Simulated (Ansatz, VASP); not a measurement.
**Si3Ge in VASP and in Ansatz**

File INCAR:

```
SYSTEM = Si3Ge
PREC = Accurate
ENCUT = 500
EDIFF = 1E-6
ISMEAR = 0
SIGMA = 0.2
LREAL = .FALSE.
LASPH = .TRUE.
NELM = 120
ALGO = Normal
ISIF = 2
LWAVE = .FALSE.
LCHARG = .TRUE.
GGA = PE
LELF = .TRUE.
LVHAR = .TRUE.
NBANDS = 36
GGA_COMPAT = .FALSE.
```

The input KPOINTS:

```
regular mesh
0
G
  8 4 4
  0 0 0
```

The input POSCAR:

```
Si3Ge
1.0
    0.0000000000      0.0000000000      2.5275045515
    5.4305456016      0.0000000000      0.0000000000
    0.0000000000      9.4059808948      0.0000000000
Si Ge
6 2
Direct
    0.0000000000      0.7500000000      0.2500000000
    0.0000000000      0.2500000000      0.7500000000
    0.0000000000      0.5000000000      0.0000000000
    0.0000000000      1.0000000000      0.5000000000
    0.0000000000      0.2500000000      0.2500000000
    0.0000000000      0.7500000000      0.7500000000
    0.0000000000      0.5000000000      0.5000000000
    0.0000000000      0.0000000000      0.0000000000
```

Input for Ansatz:

```yaml
crystal:
  lattice:
    - [0.0, 0.0, 2.5275045515]
    - [5.4305456016, 0.0, 0.0]
    - [0.0, 9.4059808948, 0.0]
  atoms:
    - { symbol: Si, position: [0.0, 0.75, 0.25] }
    - { symbol: Si, position: [0.0, 0.25, 0.75] }
    - { symbol: Si, position: [0.0, 0.5, 0.0] }
    - { symbol: Si, position: [0.0, 1.0, 0.5] }
    - { symbol: Si, position: [0.0, 0.25, 0.25] }
    - { symbol: Si, position: [0.0, 0.75, 0.75] }
    - { symbol: Ge, position: [0.0, 0.5, 0.5] }
    - { symbol: Ge, position: [0.0, 0.0, 0.0] }
basis:
  ecutwfc: 420
kpoints:
  mp_grid: { grid: [8, 4, 4] }
hamiltonian:
  xc: pbe
scf:
  occupations: { method: gaussian, width: 0.2 }
  lower_state_search: "off"
output:
  forces: true
  stress: true
  eigenvalues: true
```

Alike in both runs: task single point; functional PBE; k mesh 8 × 4 × 4; occupations gaussian, width 0.2 eV; no spin polarisation.

```csv
,VASP,Ansatz
version,VASP 6.6.1,Ansatz 0.2.0
potentials or method,"VASP PAW PBE potentials, release 64 (Si, Ge_d), cutoff 500 eV","scalar-relativistic, plane waves, PAW"
valence electrons in the cell,52,52
```

VASP gave:

| Property | Result |
| --- | --- |
| gap on the k mesh at the Fermi level (eV) | none |
| pressure (GPa) | -0.5 |
| traceless stress, the component that is largest in VASP (GPa) | 1.71 |

Task: Which values does Ansatz return?

Result: gap on the k mesh at the Fermi level (eV): none; pressure (GPa): -0.5; traceless stress, the component that is largest in VASP (GPa): 1.70.

A gap of «none» marks a metal or a gap that the smearing closes.
